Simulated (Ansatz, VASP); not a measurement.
# One calculation of Mg, two programs

File INCAR:

```
PREC     = Accurate       # precision mode
ENCUT    = 520            # plane-wave cutoff, eV
EDIFF    = 1E-7           # SCF threshold, eV
ISMEAR   = 0              # smearing method
SIGMA    = 0.15           # smearing width, eV
LREAL    = False          # projectors in reciprocal space
LASPH    = True           # aspherical terms in the spheres
NELM     = 80             # most SCF steps
ALGO     = Fast           # electronic algorithm
ISIF     = 2              # what is computed and relaxed
LWAVE    = False          # write WAVECAR
LCHARG   = False          # write CHGCAR
GGA      = PS             # functional
NBANDS   = 9              # bands
```

Contents of KPOINTS:

```
Automatic mesh
0
Gamma
  18 18 10
```

Contents of POSCAR:

```
Mg
1.0
    3.5703145799      0.0000000000      0.0000000000
   -1.7851572899      2.7793106748      0.0000000000
    0.0000000000      0.0000000000      5.2103300000
Mg
2
Direct
    0.3333333333      0.6666666667      0.2500000000
    0.6666666667      0.3333333333      0.7500000000
```

Input for Ansatz:

```yaml
crystal:
  lattice:
    - [3.5703145799, 0.0, 0.0]
    - [-1.7851572899, 2.7793106748, 0.0]
    - [0.0, 0.0, 5.21033]
  atoms:
    - { symbol: Mg, position: [0.3333333333, 0.6666666667, 0.25] }
    - { symbol: Mg, position: [0.6666666667, 0.3333333333, 0.75] }
basis:
  ecutwfc: 420
kpoints:
  mp_grid: { grid: [18, 18, 10] }
hamiltonian:
  xc: pbesol
scf:
  occupations: { method: gaussian, width: 0.15 }
output:
  forces: true
  stress: true
  eigenvalues: true
```

Change from the starting cell: strain +0.1125 x Voigt [1, 0, 0, 0, 0, 0], atoms carried along.

Alike in both runs: task single point; functional PBEsol; k mesh 18 × 18 × 10; occupations gaussian, width 0.15 eV; no spin polarisation.

```csv
,VASP,Ansatz
version,VASP 6.6.1,Ansatz 0.2.0
potentials or method,"VASP PAW PBE potentials, release 64 (Mg), cutoff 520 eV","scalar-relativistic, plane waves, PAW"
valence electrons in the cell,4,20
```

```csv
,VASP,Ansatz,Ansatz less VASP
gap on the k mesh at the Fermi level (eV),none,none,-
pressure (GPa),-3.7,-3.6,+0.07
"traceless stress, the component that is largest in VASP (GPa)",-1.46,-1.46,+0.006
rms of the force components (eV/Å),0.043,0.043,-0.0003
```

VASP's potentials were made for PBE, not for PBEsol. Atom by atom the forces differ by 0.000 eV/Å (rms over components). A gap of «none» marks a metal or a gap that the smearing closes. The functional is the same, so the differences come from potentials, cutoffs and numerics. VASP's potentials hold 4 valence electrons a cell and Ansatz's 20, so a difference there can come from the potentials and not from the codes.
